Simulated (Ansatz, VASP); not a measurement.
## MnH5 in VASP and in Ansatz

```
CELL_PARAMETERS angstrom
1.66290 0.96008 4.49756
-1.66290 0.96008 4.49756
0.00000 -1.92016 4.49756
ATOMIC_POSITIONS crystal
Mn 0.50000 0.50000 0.50000
H 0.00000 0.00000 0.50000
H 0.50000 0.00000 0.00000
H 0.00000 0.50000 0.00000
H 0.27640 0.27640 0.27640
H 0.72360 0.72360 0.72360
```

Alike in both runs: task single point; functional PBE; k mesh 6 × 6 × 6; occupations gaussian, width 0.1 eV; collinear spin.

|  | VASP | Ansatz |
| --- | --- | --- |
| version | VASP 6.6.1 | Ansatz 0.2.0 |
| potentials or method | VASP PAW PBE potentials, release 64 (Mn_pv, H), cutoff 520 eV | scalar-relativistic, plane waves, PAW |
| valence electrons in the cell | 18 | 20 |

```tsv
	VASP	Ansatz	Ansatz less VASP
gap on the k mesh at the Fermi level (eV)	none	none	-
pressure (GPa)	-1.7	-1.6	+0.10
traceless stress, the component that is largest in VASP (GPa)	-6.83	-6.73	+0.103
rms of the force components (eV/Å)	0.021	0.020	-0.0008
net moment per atom (μB)	0.38	0.38	0.000
size of the moment on the site where the two differ most (μB)	2.78	2.16	-0.624
```

Site moments also hang on the region over which each program counts them. Atom by atom the forces differ by 0.001 eV/Å (rms over components). A gap of «none» marks a metal or a gap that the smearing closes. VASP's potentials hold 18 valence electrons a cell and Ansatz's 20, so a difference there can come from the potentials and not from the codes.

The k mesh is coarse, so the values compare programs but aren't converged.
